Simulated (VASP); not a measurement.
A run of VASP 6.6.1 is set up as follows.

Contents of INCAR:

```
SYSTEM = Ta
  PREC = Accurate
  ENCUT = 520
  EDIFF = 1E-8
  ISMEAR = -1
  SIGMA = 0.08
  LREAL = .False.
  LASPH = .True.
  NELM = 80
  ALGO = Normal
  ISIF = 2
  LWAVE = .False.
  LCHARG = .False.
  GGA = PE
  LEFG = .True.
  NBANDS = 12
```

File KPOINTS:

```
Automatic mesh
0
Gamma
  17 17 17
  0 0 0
```

File POSCAR:

```
Ta
1.0
   -1.7008184000      1.6512800000      1.6512800000
    1.6512800000     -1.7008184000      1.6512800000
    1.6512800000      1.6512800000     -1.7008184000
Ta
1
Direct
    0.0000000000      0.0000000000      0.0000000000
```

Potentials or basis: VASP PAW PBE potentials, release 64 (Ta_pv).

The run is started by

```bash
$ cat potpaw_PBE.64/Ta_pv/POTCAR > POTCAR
$ mpirun -np 1 vasp_std > vasp.out
```

Question: Estimate the pressure.

Answer: 3.6 GPa.

Electric field gradients, principal values (V/Å²):
| atom | least | middle | greatest (by size) |
| --- | --- | --- | --- |
| 1 Ta | -27.290 | -27.290 | 54.579 |

Caveat: the cell differs from its parent crystal (equal xy, yz and zx shear strains of -3 %); without QUAD_EFG the Cq values of the log hold for a quadrupole moment of 1 mb, not for the nuclei.
